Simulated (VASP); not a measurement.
# Al (Fd-3m) in VASP: notebook, part 2 of 2

VASP 6.6.1. Earlier steps stand in the parts before.

## (4) Relaxation of cell and atoms, PBEsol, target pressure 20 GPa, at which the enthalpy is minimised

INCAR

```
PREC = Accurate
ENCUT = 600
EDIFF = 1E-6
ISMEAR = -1
SIGMA = 0.05
LREAL = F
LASPH = T
NELM = 80
ALGO = Normal
ISIF = 3
LWAVE = F
LCHARG = F
GGA = PS
IBRION = 2
NSW = 60
EDIFFG = -0.01
PSTRESS = 200.0
```

KPOINTS

```
Automatic mesh
0
Gamma
  14 14 14
```

POSCAR

```
Al
1.0
    0.0000000000      2.7850000000      2.7850000000
    2.7850000000      0.0000000000      2.7850000000
    2.7850000000      2.7850000000      0.0000000000
Al
2
Direct
    0.0000000000      0.0000000000      0.0000000000
    0.2500000000      0.2500000000      0.2500000000
```

Potentials or basis: VASP PAW PBE potentials, release 64 (Al).

On the command line:

```
cat potpaw_PBE.64/Al/POTCAR > POTCAR
mpirun -np 1 vasp_std > vasp.out
```

OUTCAR:

```text
PREC = Accurate
   ENCUT = 600
   EDIFF = 1E-6
   ISMEAR = -1
   LREAL = F
   LASPH = T
   NELM = 80
   ISIF = 3
   GGA = PS
   IBRION = 2
   NSW = 60
   EDIFFG = -0.01
   PSTRESS = 200.0

 ion  position               nearest neighbor table
   1  0.000  0.000  0.000-   2 2.41   2 2.41   2 2.41   2 2.41
   2  0.250  0.250  0.250-   1 2.41   1 2.41   1 2.41   1 2.41

  LATTYP: Found a face centered cubic cell.
 ALAT       =     5.5700000000

  Lattice vectors:

 A1 = (   0.0000000000,   2.7850000000,   2.7850000000)
 A2 = (   2.7850000000,   0.0000000000,   2.7850000000)
 A3 = (   2.7850000000,   2.7850000000,   0.0000000000)

Analysis of symmetry for initial positions (statically):
=====================================================================
 Subroutine PRICEL returns:
 Original cell was already a primitive cell.

 Routine SETGRP: Setting up the symmetry group for a
 face centered cubic supercell.

 Subroutine GETGRP returns: Found 48 space group operations
 (whereof 24 operations were pure point group operations)
 out of a pool of 48 trial point group operations.

The static configuration has the point symmetry T_d .
 The point group associated with its full space group is O_h .

Analysis of symmetry for dynamics (positions and initial velocities):
=====================================================================
 Subroutine PRICEL returns:
 Original cell was already a primitive cell.

 Routine SETGRP: Setting up the symmetry group for a
 face centered cubic supercell.

 Subroutine GETGRP returns: Found 48 space group operations
 (whereof 24 operations were pure point group operations)
 out of a pool of 48 trial point group operations.

The dynamic configuration has the point symmetry T_d .
 The point group associated with its full space group is O_h .

 Subroutine INISYM returns: Found 48 space group operations
 (whereof 24 operations are pure point group operations),
 and found     1 'primitive' translations

----------------------------------------------------------------------------------------

                                     Primitive cell

  volume of cell :      43.2022

  direct lattice vectors                    reciprocal lattice vectors
     0.000000000  2.785000000  2.785000000    -0.179533214  0.179533214  0.179533214
     2.785000000  0.000000000  2.785000000     0.179533214 -0.179533214  0.179533214
     2.785000000  2.785000000  0.000000000     0.179533214  0.179533214 -0.179533214

  length of vectors
     3.938584771  3.938584771  3.938584771     0.310960648  0.310960648  0.310960648

  position of ions in fractional coordinates (direct lattice)
     0.000000000  0.000000000  0.000000000
     0.250000000  0.250000000  0.250000000

  ion indices of the primitive-cell ions
   primitive index   ion index
                 1           1
                 2           2

----------------------------------------------------------------------------------------

 KPOINTS: Automatic mesh

[... 29 lines left out ...]
  0.357143  0.000000  0.000000      8.000000
[... 16 lines left out ...]
  0.214286  0.142857  0.000000     24.000000
  0.285714  0.142857  0.000000     24.000000
 [... further k-points ...]
   k-points           NKPTS =    104   k-points in BZ     NKDIM =    104   number of bands    NBANDS=      7
   number of dos      NEDOS =    301   number of ions     NIONS =      2
   total plane-waves  NPLWV =  32768
   dimension x,y,z NGX =    32 NGY =   32 NGZ =   32
   dimension x,y,z NGXF=    64 NGYF=   64 NGZF=   64
   ions per type =               2
   NGX,Y,Z   is equivalent  to a cutoff of  13.51, 13.51, 13.51 a.u.
   NGXF,Y,Z  is equivalent  to a cutoff of  27.01, 27.01, 27.01 a.u.
 SYSTEM =  unknown system
   PREC   = accura    normal or accurate (medium, high low for compatibility)
   ISTART =      0    job   : 0-new  1-cont  2-samecut
   ICHARG =      2    charge: 1-file 2-atom 10-const
   ISPIN  =      1    spin polarized calculation?
   LNONCOLLINEAR =      F non collinear calculations
   LSORBIT =      F    spin-orbit coupling
   LASPH  =      T    aspherical Exc in radial PAW
   ENCUT  =  600.0 eV  44.10 Ry    6.64 a.u.   7.87  7.87  7.87*2*pi/ulx,y,z
   NELM   =     80;   NELMIN=  2; NELMDL= -5     # of ELM steps
   EDIFF  = 0.1E-05   stopping-criterion for ELM
   LREAL  =      F    real-space projection
   EDIFFG = -.1E-01   stopping-criterion for IOM
   NSW    =     60    number of steps for IOM
   IBRION =      2    ionic relax: 0-MD 1-quasi-New 2-CG
   NFREE  =      1    steps in history (QN), initial steepest desc. (CG)
   ISIF   =      3    stress and relaxation
   ISYM   =      2    0-nonsym 1-usesym 2-fastsym
   POTIM  = 0.5000    time-step for ionic-motion
   TEBEG  =    0.0;   TEEND  =   0.0 temperature during run
   PSTRESS=  200.0 pullay stress
   NELECT =       6.0000    total number of electrons
   NUPDOWN=      -1.0000    fix difference up-down
   EMIN   =  10.00;   EMAX   =-10.00  energy-range for DOS
   EFERMI =   0.00;   METHOD = LEGACY
   ISMEAR =    -1;   SIGMA  =   0.05  broadening in eV -4-tet -1-fermi 0-gaus
   EFERMI_NEDOS =   21; number of points for ismear=-14 and -15
   IALGO  =     38    algorithm
   IMIX   =      4    mixing-type and parameters
     AMIX     =   0.40;   BMIX     =  1.00
     AMIX_MAG =   1.60;   BMIX_MAG =  1.00
  volume/ion in A,a.u.               =      21.60       145.77
  Fermi-wavevector in a.u.,A,eV,Ry     =   0.847793  1.602097  9.779238  0.718754
  Thomas-Fermi vector in A             =   1.963355
   LORBIT       =      0    0 simple, 1 ext, 2 COOP (PROOUT), +10 PAW based schemes
   GGA     = PS    functional components
   LHFCALC =     F    Hartree Fock is set to
   AEXX    =    0.0000 exact exchange contribution
   IVDW    =     0    specifies the selected vdW correction
   LEPSILON=     F    determine dielectric tensor
   LRPA    =     F    only Hartree local field effects (RPA)
 conjugate gradient relaxation of ions
 non-spin polarized calculation
  energy-cutoff  :      600.00
  volume of cell :       43.20
 maximum number of plane-waves:      1464
   NGX = 15   NGY = 15   NGZ = 15

--------------------------------------- Ionic step        1  -------------------------------------------

 number of electron       6.0000000 magnetization

 Free energy of the ion-electron system (eV)
  ---------------------------------------------------
  ext. energy  EPLUGINS =         0.00000000
  ---------------------------------------------------
  free energy    TOTEN  =        -6.12580293 eV

  energy without entropy =       -6.11572364  energy(sigma->0) =       -6.12076328

------------------------ aborting loop because EDIFF is reached ----------------------------------------

  FORCE on cell =-STRESS in cart. coord.  units (eV):
  Direction    XX          YY          ZZ          XY          YZ          ZX
  --------------------------------------------------------------------------------------
  -------------------------------------------------------------------------------------
  Total        3.7192622      3.7192622      3.7192622      0.0000000      0.0000000      0.0000000
  in kB      137.9309664    137.9309664    137.9309664      0.0000000      0.0000000      0.0000000
  external PRESSURE =     -62.0690336 kB  Pullay stress =     200.0000000 kB
[... 63 lines left out ...]
--------------------------------------- Ionic step        3  -------------------------------------------

 number of electron       6.0000000 magnetization

 Free energy of the ion-electron system (eV)
  ---------------------------------------------------
  ext. energy  EPLUGINS =         0.00000000
  ---------------------------------------------------
  free energy    TOTEN  =        -5.85301537 eV

  energy without entropy =       -5.84352275  energy(sigma->0) =       -5.84826906

 E-fermi :   4.9947     XC(G=0):  -9.2968

 val. band max:        4.9889350437   @ k =   0.4286   0.2857   0.0000
 cond. band min:       5.0286701401   @ k =   0.3571   0.2143   0.0000
 fundamental gap:      0.0397350964
 Fermi energy:         4.9946627987

 k-point     1 :       0.0000    0.0000    0.0000
  band No.  band energies     occupation
      1      -4.3099      2.00000
      2       7.7558      0.00000
      3       7.7558      0.00000
      4       7.7558      0.00000
      5       9.5679      0.00000
      6       9.5679      0.00000
      7       9.5679      0.00000
[... 221 lines left out ...]
 k-point    24 :       0.2857    0.1429    0.0000
  band No.  band energies     occupation
      1      -3.2646      2.00000
      2       4.0519      2.00000
      3       5.9479      0.00000
      4       6.1630      0.00000
      5       8.8871      0.00000
      6      10.5038      0.00000
      7      11.7431      0.00000

 [... further k-points ...]

------------------------ aborting loop because EDIFF is reached ----------------------------------------

  FORCE on cell =-STRESS in cart. coord.  units (eV):
  Direction    XX          YY          ZZ          XY          YZ          ZX
  --------------------------------------------------------------------------------------
  -------------------------------------------------------------------------------------
  Total        5.0509217      5.0509217      5.0509217      0.0000000      0.0000000      0.0000000
  in kB      199.3713732    199.3713732    199.3713732      0.0000000      0.0000000      0.0000000
  external PRESSURE =      -0.6286268 kB  Pullay stress =     200.0000000 kB
[... 21 lines left out ...]
  energy  without entropy=       -5.8435227455  energy(sigma->0) =       -5.84826906

  enthalpy is  TOTEN    =        -0.7861678488 eV   P V=        5.0668475240

 reached required accuracy - stopping structural energy minimisation
```

Wall time 69 s (1 thread of Intel Xeon Platinum 8375C at 2.90GHz (Ice Lake), shared host); peak memory 0.18 GiB.

Results:

* Free energy: -5.8530 eV
* Relaxed volume: 20.29 Å³/atom
* Relaxed cell: a = 3.858 Å, b = 3.858 Å, c = 3.858 Å, α = 60.00°, β = 60.00°, γ = 60.00°
* Space group after relaxing (to 0.05 Å): Fd-3m (No. 227)
* Energy change on relaxing (the enthalpy is what falls): +136.4 meV/atom
* Ionic steps: 3
* Pressure after relaxing: 19.9 GPa
* Band gap on the k mesh: zero (band 3 reaches 7.76 eV, above the bottom of band 4 at 2.99 eV)

Step by step:
```
step  energy change (eV)  largest force (eV/Å)  pressure (GPa)  volume (Å³)
   1              0.0000                0.0000           13.79        43.20
   2              0.6254                0.0000           27.22        38.18
   3              0.2728                0.0000           19.94        40.59
```

Final structure:
```xyz
2
Lattice="0.0000 2.7277 2.7277 2.7277 0.0000 2.7277 2.7277 2.7277 0.0000" Properties=species:S:1:pos:R:3 pbc="T T T"
Al    0.0000    0.0000    0.0000
Al    1.3638    1.3638    1.3638
```

Caveat: the cell is relaxed towards a set pressure, so the enthalpy falls and the energy may rise; the PAW data sets were made with another functional, which shifts forces and pressure a little.

## (5) Summary

| cell | gap on the mesh (eV) | pressure (GPa) |
| --- | --- | --- |
| relaxed to 5 GPa | none | 5.0 |
| relaxed to 10 GPa | none | 10.0 |
| relaxed to 20 GPa | none | 19.9 |

Alike in all rows: task relaxation of cell and atoms; level PBEsol; potentials or basis VASP PAW PBE potentials, release 64 (Al); no spin polarisation; k mesh 14 × 14 × 14; cutoff (eV) 600; smearing fermi-dirac 0.05 eV.

Caveats: the cell is relaxed towards a set pressure, so the enthalpy falls and the energy may rise; the PAW data sets were made with another functional, which shifts forces and pressure a little.

Total energies depend on the potentials used, so only differences within one code and one set of settings carry meaning.
